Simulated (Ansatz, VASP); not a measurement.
# Ge: VASP beside Ansatz

```
CELL_PARAMETERS angstrom
2.83514 0.00000 0.00000
0.00000 2.83514 0.00000
0.00000 0.00000 2.83514
ATOMIC_POSITIONS crystal
Ge 0.00000 0.00000 0.00000
```

Alike in both runs: task single point; functional revPBE; k mesh 13 × 13 × 13; occupations fermi-dirac, width 0.1 eV; no spin polarisation.

|  | VASP | Ansatz |
| --- | --- | --- |
| version | VASP 6.6.1 | Ansatz 0.2.0 |
| potentials or method | VASP PAW PBE potentials, release 64 (Ge_d), cutoff 520 eV | plane waves (420 eV) with PAW, scalar-relativistic |
| valence electrons in the cell | 14 | 14 |

```csv
,VASP,Ansatz,Ansatz less VASP
pressure (GPa),-5.6,-5.6,0.00
```

VASP's potentials were made for PBE, not for revPBE. With one functional, cell and mesh, what is left measures potentials, basis and numerics.
